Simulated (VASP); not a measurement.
GaAs5: single point with PBE

The system is GaAs5.

```xyz
6
Lattice="5.1565 0.0000 0.0000 -2.5783 4.4657 0.0000 0.0000 0.0000 5.2832" Properties=species:S:1:pos:R:3 pbc="T T T"
Ga    0.0000    0.0000    2.6416
As   -1.8435    3.1930    0.0000
As    0.0000    2.9771    2.6416
As    3.6869    0.0000    0.0000
As    2.5783    1.4886    2.6416
As    0.7348    1.2727    0.0000
```

```json
{"Program": "VASP 6.6.1", "Task": "single point", "Functional": "PBE", "Potentials or basis": "VASP PAW PBE potentials, release 64 (Ga_d, As)", "Cutoff": "520 eV", "k mesh": "6 × 6 × 4", "Occupations": "gaussian, width 0.1 eV", "Spin": "no spin polarisation", "Dipole correction": "no", "Further INCAR settings": "ALGO = Normal; EDIFF = 1e-06; NBANDS = 28"}
```

```
Pressure               : 0.2 GPa
Largest force          : 0.047 eV/Å
Band gap on the k mesh : zero (band 19 reaches 6.12 eV, above the bottom of band 20 at 3.75 eV)
```

Forces in eV/Å, atoms in the order of the input:
```
Ga   0.000  0.000  0.000
As   0.023 -0.041  0.000
As   0.000  0.000  0.000
As  -0.047  0.000  0.000
As   0.000  0.000  0.000
As   0.023  0.041  0.000
```

Stress tensor (GPa, compression positive):
```
0.31 0.00 0.00
0.00 0.31 0.00
0.00 0.00 0.12
```

Levels at points of the mesh, in eV from the Fermi level:
| k point | band 17 | band 18 | band 19 | band 20 | band 21 | band 22 |
| --- | --- | --- | --- | --- | --- | --- |
| (0.00, 0.00, 0.00) | -1.83 | -0.88 | -0.88 | -0.77 | -0.05 | -0.05 |
| (0.50, 0.00, 0.00) | -1.51 | -0.82 | -0.07 | 0.48 | 0.81 | 1.51 |
| (0.00, 0.00, 0.50) | -2.63 | -2.45 | -2.45 | -0.82 | -0.55 | 3.00 |
| (0.50, 0.00, 0.50) | -0.35 | -0.14 | 0.59 | 0.85 | 1.20 | 1.72 |

Wall time 35 s on 1 thread of Intel(R) Xeon(R) Platinum 8559C (Emerald Rapids), with other jobs on the host, peak memory 0.26 GiB.
